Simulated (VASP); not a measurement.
Set up this calculation in VASP 6.6.1, as the native input.

| Quantity | Value |
| --- | --- |
| Task | single point |
| Functional | PBE |
| Potentials or basis | VASP PAW PBE potentials, release 64 (C) |
| Cutoff | 520 eV |
| k mesh | 12 × 12 × 12 |
| Occupations | gaussian, width 0.05 eV |
| Spin | no spin polarisation |
| Dipole correction | no |
| Further INCAR settings | ALGO = Normal; EDIFF = 1e-06; NBANDS = 31 |

The structure of C lies in POSCAR:

```
C
1.0
    1.3038769885      0.7527937303     10.3670139469
   -1.3038769885      0.7527937303     10.3670139469
    0.0000000000     -1.5055874606     10.3670139469
C
10
Direct
    0.0248257000      0.0248257000      0.0248257000
    0.9751743000      0.9751743000      0.9751743000
    0.1086810650      0.1086810650      0.1086810650
    0.8913189350      0.8913189350      0.8913189350
    0.1583663742      0.1583663742      0.1583663742
    0.8416336258      0.8416336258      0.8416336258
    0.3748589682      0.3748589682      0.3748589682
    0.6251410318      0.6251410318      0.6251410318
    0.4253192967      0.4253192967      0.4253192967
    0.5746807033      0.5746807033      0.5746807033
```

This cell differs from its parent crystal: normal strain along x +0.0350, normal strain along y +0.0350.

These files were run (other wordings do the same):

INCAR

```
PREC = Accurate
ENCUT = 520
EDIFF = 1E-6
ISMEAR = 0
SIGMA = 0.05
LREAL = False
LASPH = True
NELM = 100
ALGO = Normal
ISIF = 2
LWAVE = False
LCHARG = True
GGA = PE
LELF = True
LVHAR = True
NBANDS = 31
```

KPOINTS

```
regular mesh
0
Gamma
  12 12 12
```

Potentials or basis: VASP PAW PBE potentials, release 64 (C).

Command:

```console
$ cat potpaw_PBE.64/C/POTCAR > POTCAR
$ mpirun -np 1 vasp_std > vasp.out
```

It gave:

```json
{
 "Pressure": "-25.2 GPa",
 "Largest force": "0.079 eV/Å",
 "Band gap on the k mesh": "3.98 eV, indirect (least direct gap 4.81 eV)"
}
```

Caveat: the cell differs from its parent crystal (normal strain along x +0.0350, normal strain along y +0.0350).

It took 32 min on 1 thread of Intel(R) Xeon(R) 6975P-C (Granite Rapids) (shared host), peak memory 0.99 GiB.
